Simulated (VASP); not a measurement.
# SrCl2 (Fm-3m) in VASP: further runs

Aim: see how the results for SrCl2 move with the level of theory and the settings. Levels: r2SCAN, HSE06. Tasks: single point.

Everything below comes from runs of VASP 6.6.1. Logs are shortened: lines on timing, memory, paths and dates and some standing lists are left out, and cuts for length are marked.

### 1 The cell of the first run

It takes space group Fm-3m (No. 225, cubic). Conventional cell: a = 6.995 Å, b = 6.995 Å, c = 6.995 Å, α = 90.00°, β = 90.00°, γ = 90.00°. Within 4.0 Å of Sr (site symmetry m-3m) lie 8 Cl at 3.03 Å. Within 4.0 Å of Cl (site symmetry -43m) lie 4 Sr at 3.03 Å and 6 Cl at 3.50 Å.

### 2 Single point, r2SCAN

File POSCAR:

```
SrCl2
1.0
    0.0000000000      3.4976509416      3.4976509416
    3.4976509416      0.0000000000      3.4976509416
    3.4976509416      3.4976509416      0.0000000000
Sr Cl
1 2
Direct
    0.0000000000      0.0000000000      0.0000000000
    0.2500000000      0.2500000000      0.2500000000
    0.7500000000      0.7500000000      0.7500000000
```

File INCAR.step1:

```
SYSTEM = SrCl2
PREC     = Accurate       ! precision mode
ENCUT    = 520            ! plane-wave cutoff, eV
ISMEAR   = 0              ! smearing method
SIGMA    = 0.01           ! smearing width, eV
LREAL    = .FALSE.        ! projectors in reciprocal space
LASPH    = .TRUE.         ! aspherical terms in the spheres
NELM     = 80             ! most SCF steps
NBANDS   = 19             ! bands
GGA      = PE             ! functional
ALGO     = Normal         ! electronic algorithm
EDIFF    = 1E-4           ! SCF threshold, eV
LWAVE    = .TRUE.         ! write WAVECAR
LCHARG   = .FALSE.        ! write CHGCAR
```

File INCAR.step2:

```
SYSTEM = SrCl2
PREC     = Accurate       ! precision mode
ENCUT    = 520            ! plane-wave cutoff, eV
EDIFF    = 1E-6           ! SCF threshold, eV
ISMEAR   = 0              ! smearing method
SIGMA    = 0.01           ! smearing width, eV
LREAL    = .FALSE.        ! projectors in reciprocal space
LASPH    = .TRUE.         ! aspherical terms in the spheres
NELM     = 80             ! most SCF steps
ALGO     = Normal         ! electronic algorithm
ISIF     = 2              ! what is computed and relaxed
LWAVE    = .FALSE.        ! write WAVECAR
LCHARG   = .TRUE.         ! write CHGCAR
METAGGA  = R2SCAN         ! meta-GGA
LMIXTAU  = .TRUE.       
LELF     = .TRUE.         ! ELF
LVHAR    = .TRUE.       
NBANDS   = 19             ! bands
ISTART   = 1
```

File KPOINTS:

```
regular mesh
0
G
  6 6 6
  0 0 0
```

Potentials or basis: VASP PAW PBE potentials, release 64 (Sr_sv, Cl).

The run is started by

```
cat potpaw_PBE.64/Sr_sv/POTCAR potpaw_PBE.64/Cl/POTCAR > POTCAR
cp INCAR.step1 INCAR
mpirun -np 1 vasp_std > vasp.out
cp INCAR.step2 INCAR
mpirun -np 1 vasp_std > vasp.out
```

OUTCAR:

```text
SYSTEM = SrCl2
   PREC = Accurate
   ENCUT = 520
   EDIFF = 1E-6
   ISMEAR = 0
   LREAL = .FALSE.
   LASPH = .TRUE.
   NELM = 80
   ISIF = 2
   METAGGA = R2SCAN
   ISTART = 1

 ion  position               nearest neighbor table
   1  0.000  0.000  0.000-   3 3.03   3 3.03   3 3.03   2 3.03   3 3.03   2 3.03   2 3.03   2 3.03

   2  0.250  0.250  0.250-   1 3.03   1 3.03   1 3.03   1 3.03
   3  0.750  0.750  0.750-   1 3.03   1 3.03   1 3.03   1 3.03

  LATTYP: Found a face centered cubic cell.
 ALAT       =     6.9953018832

  Lattice vectors:

 A1 = (   0.0000000000,   3.4976509416,   3.4976509416)
 A2 = (   3.4976509416,   0.0000000000,   3.4976509416)
 A3 = (   3.4976509416,   3.4976509416,   0.0000000000)

Analysis of symmetry for initial positions (statically):
=====================================================================
 Subroutine PRICEL returns:
 Original cell was already a primitive cell.

 Routine SETGRP: Setting up the symmetry group for a
 face centered cubic supercell.

 Subroutine GETGRP returns: Found 48 space group operations
 (whereof 48 operations were pure point group operations)
 out of a pool of 48 trial point group operations.

The static configuration has the point symmetry O_h .

Analysis of symmetry for dynamics (positions and initial velocities):
=====================================================================
 Subroutine PRICEL returns:
 Original cell was already a primitive cell.

 Routine SETGRP: Setting up the symmetry group for a
 face centered cubic supercell.

 Subroutine GETGRP returns: Found 48 space group operations
 (whereof 48 operations were pure point group operations)
 out of a pool of 48 trial point group operations.

The dynamic configuration has the point symmetry O_h .

 Subroutine INISYM returns: Found 48 space group operations
 (whereof 48 operations are pure point group operations),
 and found     1 'primitive' translations

----------------------------------------------------------------------------------------

                                     Primitive cell

  volume of cell :      85.5775

  direct lattice vectors                    reciprocal lattice vectors
     0.000000000  3.497650942  3.497650942    -0.142953087  0.142953087  0.142953087
     3.497650942  0.000000000  3.497650942     0.142953087 -0.142953087  0.142953087
     3.497650942  3.497650942  0.000000000     0.142953087  0.142953087 -0.142953087

  length of vectors
     4.946425398  4.946425398  4.946425398     0.247602010  0.247602010  0.247602010

  position of ions in fractional coordinates (direct lattice)
     0.000000000  0.000000000  0.000000000
     0.250000000  0.250000000  0.250000000
     0.750000000  0.750000000  0.750000000

  ion indices of the primitive-cell ions
   primitive index   ion index
                 1           1
                 2           2
                 3           3

----------------------------------------------------------------------------------------

 KPOINTS: regular mesh

Automatic generation of k-mesh.
 Grid dimensions read from file:
 generate k-points for:    6    6    6

 Generating k-lattice:

  Cartesian coordinates                     Fractional coordinates (reciprocal lattice)
    -0.023825515  0.023825515  0.023825515     0.166666667  0.000000000  0.000000000
     0.023825515 -0.023825515  0.023825515     0.000000000  0.166666667  0.000000000
     0.023825515  0.023825515 -0.023825515     0.000000000  0.000000000  0.166666667

  Length of vectors
     0.041267002  0.041267002  0.041267002

  Shift w.r.t. Gamma in fractional coordinates (k-lattice)
     0.000000000  0.000000000  0.000000000

 Subroutine IBZKPT returns following result:
 ===========================================

 Found     16 irreducible k-points:

 Following reciprocal coordinates:
            Coordinates               Weight
  0.000000  0.000000  0.000000      1.000000
  0.166667  0.000000  0.000000      8.000000
  0.333333  0.000000  0.000000      8.000000
  0.500000  0.000000  0.000000      4.000000
  0.166667  0.166667  0.000000      6.000000
  0.333333  0.166667  0.000000     24.000000
[... 8 lines left out ...]
 -0.333333  0.333333  0.166667     24.000000
 -0.333333  0.500000  0.166667     12.000000
   k-points           NKPTS =     16   k-points in BZ     NKDIM =     16   number of bands    NBANDS=     19
   number of dos      NEDOS =    301   number of ions     NIONS =      3
   total plane-waves  NPLWV =  64000
   dimension x,y,z NGX =    40 NGY =   40 NGZ =   40
   dimension x,y,z NGXF=    80 NGYF=   80 NGZF=   80
   ions per type =               1   2
   NGX,Y,Z   is equivalent  to a cutoff of  13.44, 13.44, 13.44 a.u.
   NGXF,Y,Z  is equivalent  to a cutoff of  26.89, 26.89, 26.89 a.u.
 SYSTEM =  SrCl2
   PREC   = accura    normal or accurate (medium, high low for compatibility)
   ISTART =      1    job   : 0-new  1-cont  2-samecut
   ICHARG =      0    charge: 1-file 2-atom 10-const
   ISPIN  =      1    spin polarized calculation?
   LNONCOLLINEAR =      F non collinear calculations
   LSORBIT =      F    spin-orbit coupling
   LASPH  =      T    aspherical Exc in radial PAW
   ENCUT  =  520.0 eV  38.22 Ry    6.18 a.u.   9.20  9.20  9.20*2*pi/ulx,y,z
   NELM   =     80;   NELMIN=  2; NELMDL=  0     # of ELM steps
   EDIFF  = 0.1E-05   stopping-criterion for ELM
   LREAL  =      F    real-space projection
   EDIFFG = 0.1E-04   stopping-criterion for IOM
   NSW    =      0    number of steps for IOM
   IBRION =     -1    ionic relax: 0-MD 1-quasi-New 2-CG
   NFREE  =      0    steps in history (QN), initial steepest desc. (CG)
   ISIF   =      2    stress and relaxation
   ISYM   =      2    0-nonsym 1-usesym 2-fastsym
   POTIM  = 0.5000    time-step for ionic-motion
   TEBEG  =    0.0;   TEEND  =   0.0 temperature during run
   PSTRESS=    0.0 pullay stress
   NELECT =      24.0000    total number of electrons
   NUPDOWN=      -1.0000    fix difference up-down
   EMIN   =  10.00;   EMAX   =-10.00  energy-range for DOS
   EFERMI =   0.00;   METHOD = LEGACY
   ISMEAR =     0;   SIGMA  =   0.01  broadening in eV -4-tet -1-fermi 0-gaus
   EFERMI_NEDOS =   21; number of points for ismear=-14 and -15
   IALGO  =     38    algorithm
   IMIX   =      4    mixing-type and parameters
     AMIX     =   0.40;   BMIX     =  1.00
     AMIX_MAG =   1.60;   BMIX_MAG =  1.00
  volume/ion in A,a.u.               =      28.53       192.50
  Fermi-wavevector in a.u.,A,eV,Ry     =   1.071582  2.024997 15.623409  1.148288
  Thomas-Fermi vector in A             =   2.207327
   LORBIT       =      0    0 simple, 1 ext, 2 COOP (PROOUT), +10 PAW based schemes
   METAGGA = R2SCAN    functional components
   LHFCALC =     F    Hartree Fock is set to
   AEXX    =    0.0000 exact exchange contribution
   IVDW    =     0    specifies the selected vdW correction
   LEPSILON=     F    determine dielectric tensor
   LRPA    =     F    only Hartree local field effects (RPA)
 non-spin polarized calculation
 Gauss-broadening in eV      SIGMA  =   0.01
  energy-cutoff  :      520.00
  volume of cell :       85.58
 maximum number of plane-waves:      2332
 NGX is ok and might be reduce to    40
   NGX = 19   NGY = 19   NGZ = 19

 number of electron      24.0000002 magnetization

 Free energy of the ion-electron system (eV)
  ---------------------------------------------------
  ext. energy  EPLUGINS =         0.00000000
  ---------------------------------------------------
  free energy    TOTEN  =       -35.69703127 eV

  energy without entropy =      -35.69703127  energy(sigma->0) =      -35.69703127

 E-fermi :  -0.2077     XC(G=0):  -8.7306

 val. band max:       -0.2731288229   @ k =   0.5000   0.5000   0.0000
 cond. band min:       5.6639131515   @ k =   0.0000   0.0000   0.0000
 fundamental gap:      5.9370419744
 Fermi energy:        -0.2076906347

 k-point     1 :       0.0000    0.0000    0.0000
  band No.  band energies     occupation
      1     -34.2497      2.00000
      2     -15.6163      2.00000
      3     -15.6162      2.00000
      4     -15.6162      2.00000
      5     -14.1356      2.00000
      6     -13.2772      2.00000
[... 11 lines left out ...]
     18       9.3377      0.00000
     19       9.7474      0.00000

 k-point     2 :       0.1667    0.0000    0.0000
  band No.  band energies     occupation
      1     -34.2489      2.00000
      2     -15.7095      2.00000
      3     -15.6196      2.00000
      4     -15.6196      2.00000
      5     -13.9799      2.00000
      6     -13.3343      2.00000
[... 11 lines left out ...]
     18       9.1232      0.00000
     19      10.2175      0.00000

 k-point     3 :       0.3333    0.0000    0.0000
  band No.  band energies     occupation
      1     -34.2474      2.00000
      2     -15.8541      2.00000
      3     -15.6262      2.00000
      4     -15.6261      2.00000
      5     -13.7629      2.00000
      6     -13.3872      2.00000
[... 11 lines left out ...]
     18       8.9943      0.00000
     19       9.4523      0.00000

 k-point     4 :       0.5000    0.0000    0.0000
  band No.  band energies     occupation
      1     -34.2466      2.00000
      2     -15.9128      2.00000
      3     -15.6294      2.00000
      4     -15.6294      2.00000
      5     -13.7330      2.00000
      6     -13.3441      2.00000
[... 231 lines left out ...]
     18       9.1708      0.00000
     19      10.1855      0.00000

 k-point    15 :      -0.3333    0.3333    0.1667
  band No.  band energies     occupation
      1     -34.2458      2.00000
      2     -15.8486      2.00000
      3     -15.7794      2.00000
      4     -15.6414      2.00000
      5     -13.5263      2.00000
      6     -13.4324      2.00000
[... 11 lines left out ...]
     18       9.7073      0.00000
     19      10.1158      0.00000

 k-point    16 :      -0.3333    0.5000    0.1667
  band No.  band energies     occupation
      1     -34.2455      2.00000
      2     -15.9040      2.00000
      3     -15.7389      2.00000
      4     -15.6479      2.00000
      5     -13.5200      2.00000
      6     -13.4098      2.00000
[... 11 lines left out ...]
     18      10.0915      0.00000
     19      10.4537      0.00000

------------------------ aborting loop because EDIFF is reached ----------------------------------------

  FORCE on cell =-STRESS in cart. coord.  units (eV):
  Direction    XX          YY          ZZ          XY          YZ          ZX
  --------------------------------------------------------------------------------------
  -------------------------------------------------------------------------------------
  Total        0.0121301      0.0121301      0.0121301      0.0000000      0.0000000     -0.0000000
  in kB        0.2270994      0.2270994      0.2270994      0.0000000      0.0000000     -0.0000000
  external PRESSURE =       0.2270994 kB  Pullay stress =       0.0000000 kB

 VOLUME and BASIS-vectors are now :
 -----------------------------------------------------------------------------
  energy-cutoff  :      520.00
  volume of cell :       85.58
      direct lattice vectors                 reciprocal lattice vectors
     0.000000000  3.497650942  3.497650942    -0.142953087  0.142953087  0.142953087
     3.497650942  0.000000000  3.497650942     0.142953087 -0.142953087  0.142953087
     3.497650942  3.497650942  0.000000000     0.142953087  0.142953087 -0.142953087

 POSITION                                       TOTAL-FORCE (eV/Angst)
 -----------------------------------------------------------------------------------
      0.00000      0.00000      0.00000         0.000000      0.000000      0.000000
      1.74883      1.74883      1.74883        -0.000000     -0.000000     -0.000000
      5.24648      5.24648      5.24648         0.000000      0.000000      0.000000
 -----------------------------------------------------------------------------------
    total drift:                               -0.000000     -0.000000      0.000000

  FREE ENERGIE OF THE ION-ELECTRON SYSTEM (eV)
  ---------------------------------------------------
  free  energy   TOTEN  =       -35.6970312717 eV

  energy  without entropy=      -35.6970312717  energy(sigma->0) =      -35.69703127
```

Wall time 72 s (1 thread of Intel Xeon Platinum 8559C (Emerald Rapids), shared host); peak memory 0.25 GiB.

What came out:

```
Free energy            : -35.6970 eV
Pressure               : 0.0 GPa
Band gap on the k mesh : 5.94 eV, indirect (least direct gap 5.99 eV)
```

Caveat: the PAW data sets were made with another functional, which shifts forces and pressure a little.

### 3 Single point, r2SCAN

POSCAR is that of step 2.

File INCAR.step1:

```
PREC = Accurate
ENCUT = 520
ISMEAR = 0
SIGMA = 0.01
LREAL = F
LASPH = T
NELM = 100
NBANDS = 19
GGA = PE
ALGO = Normal
EDIFF = 1E-4
LWAVE = T
LCHARG = F
```

File INCAR.step2:

```
PREC = Accurate
ENCUT = 520
EDIFF = 1E-6
ISMEAR = 0
SIGMA = 0.01
LREAL = F
LASPH = T
NELM = 100
ALGO = Normal
ISIF = 2
LWAVE = F
LCHARG = F
METAGGA = R2SCAN
LMIXTAU = T
NBANDS = 19
ISTART = 1
```

File KPOINTS:

```
regular mesh
0
Gamma
  6 6 6
```

Potentials or basis: VASP PAW PBE potentials, release 64 (Sr_sv, Cl).

The run is started by

```
cat potpaw_PBE.64/Sr_sv/POTCAR potpaw_PBE.64/Cl/POTCAR > POTCAR
cp INCAR.step1 INCAR
mpirun -np 1 vasp_std > vasp.out
cp INCAR.step2 INCAR
mpirun -np 1 vasp_std > vasp.out
```

It took 72 s on 1 thread of Intel Xeon Platinum 8559C (Emerald Rapids), shared host; peak memory 0.25 GiB.

The run converged. Its results:

| Property | Result |
| --- | --- |
| Free energy | -35.6970 eV |
| Pressure | 0.0 GPa |
| Band gap on the k mesh | 5.94 eV, indirect (least direct gap 5.99 eV) |

Levels at points of the mesh, in eV from the valence-band top:
| k point | band 9 | band 10 | band 11 | band 12 | band 13 | band 14 | band 15 | band 16 |
| --- | --- | --- | --- | --- | --- | --- | --- | --- |
| (0.00, 0.00, 0.00) | -2.12 | -0.35 | -0.35 | -0.35 | 5.94 | 6.69 | 6.69 | 9.61 |
| (0.50, 0.00, 0.00) | -1.47 | -1.33 | -1.06 | -1.06 | 7.29 | 7.29 | 8.22 | 8.23 |
| (0.50, 0.50, 0.00) | -1.90 | -0.39 | -0.39 | 0.00 | 5.99 | 7.77 | 8.20 | 8.68 |

Caveat: the PAW data sets were made with another functional, which shifts forces and pressure a little. r2SCAN opens gaps a little over a GGA but as a rule still falls short of measured ones.

### 4 Single point, HSE06

POSCAR is that of step 3.

File INCAR.step1:

```
SYSTEM = SrCl2
PREC = Accurate ; ENCUT = 520
EDIFF = 1E-5 ; ISMEAR = 0
SIGMA = 0.01 ; LREAL = .FALSE.
LASPH = .TRUE. ; NELM = 80
ALGO = Normal ; ISIF = 2
LWAVE = .TRUE. ; NBANDS = 19
GGA = PE
```

File INCAR.step2:

```
SYSTEM = SrCl2
PREC = Accurate ; ENCUT = 520
EDIFF = 1E-6 ; ISMEAR = 0
SIGMA = 0.01 ; LREAL = .FALSE.
LASPH = .TRUE. ; NELM = 80
ALGO = Normal ; ISIF = 2
LWAVE = .FALSE. ; LCHARG = .TRUE.
GGA = PE ; LHFCALC = .TRUE.
HFSCREEN = 0.2079 ; PRECFOCK = Normal
LELF = .TRUE. ; LVHAR = .TRUE.
NBANDS = 19 ; ISTART = 1
```

File KPOINTS:

```
regular mesh
0
G
  4 4 4
  0 0 0
```

The run is started by

```
cat potpaw_PBE.64/Sr_sv/POTCAR potpaw_PBE.64/Cl/POTCAR > POTCAR
cp INCAR.step1 INCAR
mpirun -np 1 vasp_std > vasp.out
cp INCAR.step2 INCAR
mpirun -np 1 vasp_std > vasp.out
```

Run time: 12 min. Hardware: 1 thread of Intel Xeon Platinum 8559C (Emerald Rapids), shared host; peak memory 0.34 GiB.

Results (log left out):

| Property | Result |
| --- | --- |
| Free energy | -14.8130 eV |
| Pressure | 0.3 GPa |
| Band gap on the k mesh | 6.58 eV, indirect (least direct gap 6.82 eV) |

Levels at points of the mesh, in eV from the valence-band top:
```
           k point  band 8  band 9  band 10  band 11  band 12  band 13  band 14  band 15  band 16  band 17
(0.00, 0.00, 0.00)   -2.25   -2.25    -0.36    -0.36    -0.36     6.58     7.52     7.52    10.36    10.36
(0.50, 0.00, 0.00)   -1.64   -1.57    -1.39    -1.12    -1.12     8.18     8.18     9.05     9.10    10.21
(0.50, 0.50, 0.00)   -2.02   -2.02    -0.41    -0.41     0.00     6.82     8.53     9.18     9.57     9.57
```

Caveat: the PAW data sets were made with another functional, which shifts forces and pressure a little. A k mesh can miss the band edges.
